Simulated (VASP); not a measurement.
A run of VASP 6.6.1:

INCAR

```
SYSTEM = B
ALGO = Normal
EDIFF = 1E-6
ENCUT = 520
GGA = PS
ISIF = 2
ISMEAR = 0
LASPH = .TRUE.
LCHARG = .FALSE.
LREAL = Auto
LWAVE = .FALSE.
NBANDS = 36
NELM = 100
PREC = Accurate
SIGMA = 0.1
```

The input KPOINTS:

```
k-points
0
G
  6 6 6
  0 0 0
```

File POSCAR:

```
B
1.0
    2.8922195493      1.6698237353      3.9745672720
   -2.8922195493      1.6698237353      3.9745672720
    0.0000000000     -3.3396474707      3.9745672720
B
15
Direct
    0.5000000000      0.5000000000      0.5000000000
    0.8065126302      0.3011270950      0.8065126302
    0.8065126302      0.8065126302      0.3011270950
    0.3011270950      0.8065126302      0.8065126302
    0.1934873698      0.6988729050      0.1934873698
    0.6988729050      0.1934873698      0.1934873698
    0.1934873698      0.1934873698      0.6988729050
    0.0064534786      0.3300571575      0.0064534786
    0.0064534786      0.0064534786      0.3300571575
    0.3300571575      0.0064534786      0.0064534786
    0.9935465214      0.6699428425      0.9935465214
    0.6699428425      0.9935465214      0.9935465214
    0.9935465214      0.9935465214      0.6699428425
    0.6357840441      0.6357840441      0.6357840441
    0.3642159559      0.3642159559      0.3642159559
```

Potentials or basis: VASP PAW PBE potentials, release 64 (B).

Launch:

```sh
$ cat potpaw_PBE.64/B/POTCAR > POTCAR
$ mpirun -np 1 vasp_std > vasp.out
```

Hardware: 1 thread of Intel(R) Xeon(R) Platinum 8259CL CPU @ 2.50GHz (Skylake/Cascade Lake), with other jobs on the host.

**Question.** Estimate the wall time of this run.

**Answer.** Run time: 2.6 min on 1 thread of Intel(R) Xeon(R) Platinum 8259CL CPU @ 2.50GHz (Skylake/Cascade Lake), on a shared host, peak memory 0.27 GiB. Counts: scf iterations 14, k points 32.
